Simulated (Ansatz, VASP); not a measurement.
One calculation of Ta4H3, two programs

```
Ta H
1.0
     3.34485    0.00000    0.00000
     0.00000    3.34485    0.00000
     0.00000    0.00000    7.26595
Ta H
4 3
Direct
  0.50000 0.50000 0.50000
  0.00000 0.00000 0.25290
  0.00000 0.00000 0.74710
  0.50000 0.50000 0.00000
  0.00000 0.50000 0.62547
  0.50000 0.00000 0.37453
  0.00000 0.00000 0.00000
```

Alike in both runs: functional PBE; k mesh 4 × 4 × 3; occupations gaussian, width 0.2 eV; no spin polarisation.

Ansatz relaxed the structure, and its values are those at the end. VASP's run is a single point on that final structure, the one shown.

```csv
,VASP,Ansatz
version,VASP 6.6.1,Ansatz 0.2.0
potentials or method,"VASP PAW PBE potentials, release 64 (Ta_pv, H), cutoff 520 eV","scalar-relativistic, plane waves, PAW"
valence electrons in the cell,47,55
```

Ansatz gave:

- gap on the k mesh at the Fermi level (eV): none
- pressure (GPa): -0.3
- rms of the force components (eV/Å): 0.012

Question: Which values does VASP return?

Answer: gap on the k mesh at the Fermi level (eV): none; pressure (GPa): -0.2; rms of the force components (eV/Å): 0.011.

A gap of «none» marks a metal or a gap that the smearing closes. VASP's potentials hold 47 valence electrons a cell and Ansatz's 55, so a difference there can come from the potentials and not from the codes.

The k mesh is coarse, so the values compare programs but aren't converged. Spin-orbit coupling is off throughout.
